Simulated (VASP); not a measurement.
A run of VASP 6.6.1 is set up as follows.

The input INCAR:

```
SYSTEM = AlNi3
PREC = Accurate ; ENCUT = 520
EDIFF = 1E-6 ; ISMEAR = 0
SIGMA = 0.1 ; LREAL = .FALSE.
LASPH = .TRUE. ; NELM = 150
ALGO = Fast ; ISIF = 2
LWAVE = .FALSE. ; LCHARG = .FALSE.
ISPIN = 2 ; MAGMOM = 0 0.28 0.28 0.28
LORBIT = 11 ; LMAXMIX = 4
GGA = PS ; NBANDS = 28
```

KPOINTS

```
regular mesh
0
G
  14 14 14
  0 0 0
```

The input POSCAR:

```
AlNi3
1.0
    3.4135195398      0.0000000000      0.0000000000
    0.0000000000      3.4135195398      0.0000000000
    0.0000000000      0.0000000000      3.4135195398
Al Ni
1 3
Direct
    0.0000000000      0.0000000000      0.0000000000
    0.0000000000      0.5000000000      0.5000000000
    0.5000000000      0.0000000000      0.5000000000
    0.5000000000      0.5000000000      0.0000000000
```

Potentials or basis: VASP PAW PBE potentials, release 64 (Al, Ni).

Command:

```sh
$ cat potpaw_PBE.64/Al/POTCAR potpaw_PBE.64/Ni/POTCAR > POTCAR
$ mpirun -np 1 vasp_std > vasp.out
```

Task: Estimate the pressure.

Result: 21.0 GPa.

Task: What does it give for the net moment?

Result: 0.19 μB per cell.

Caveat: the cell differs from its parent crystal (equal strain along all axes, cell held: -3.0 %); the cell stands under pressure; the PAW data sets were made with another functional, which shifts forces and pressure a little.
